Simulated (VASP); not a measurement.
Wanted: the native input for a VASP 6.6.1 run.

| Item | Value |
| --- | --- |
| Task | single point |
| Functional | PBE |
| Potentials or basis | VASP PAW PBE potentials, release 64 (Ta_pv, As) |
| Cutoff | 500 eV |
| k mesh | 12 × 12 × 12 |
| Occupations | gaussian, width 0.05 eV |
| Spin | no spin polarisation |
| Dipole correction | no |
| Further INCAR settings | ALGO = Normal; EDIFF = 1e-06; NBANDS = 15 |

The structure of TaAs lies in POSCAR:

```
TaAs
1.0
    0.0000000000      2.5836926446      2.5836926446
    2.5836926446      0.0000000000      2.5836926446
    2.5836926446      2.5836926446      0.0000000000
Ta As
1 1
Direct
    0.5000000000      0.5000000000      0.5000000000
    0.0000000000      0.0000000000      0.0000000000
```

These files were run (other wordings do the same):

INCAR

```
SYSTEM = TaAs
PREC = Accurate
ENCUT = 500
EDIFF = 1E-6
ISMEAR = 0
SIGMA = 0.05
LREAL = .False.
LASPH = .True.
NELM = 120
ALGO = Normal
ISIF = 2
LWAVE = .False.
LCHARG = .False.
GGA = PE
NBANDS = 15
GGA_COMPAT = .False.
```

KPOINTS

```
Automatic mesh
0
Gamma
  12 12 12
  0 0 0
```

Potentials or basis: VASP PAW PBE potentials, release 64 (Ta_pv, As).

Run with:

```sh
$ cat potpaw_PBE.64/Ta_pv/POTCAR potpaw_PBE.64/As/POTCAR > POTCAR
$ mpirun -np 1 vasp_std > vasp.out
```

It gave:

```json
{
  "Pressure": "10.5 GPa",
  "Band gap on the k mesh": "zero (bands 8 and 9 overlap by 2.35 eV)"
}
```

Caveat: the cell stands under pressure; spin-orbit coupling is left out, which moves the levels of the heavy elements.

It took 79 s on 1 thread of Intel Xeon 8259CL, on a shared host, peak memory 0.18 GiB.
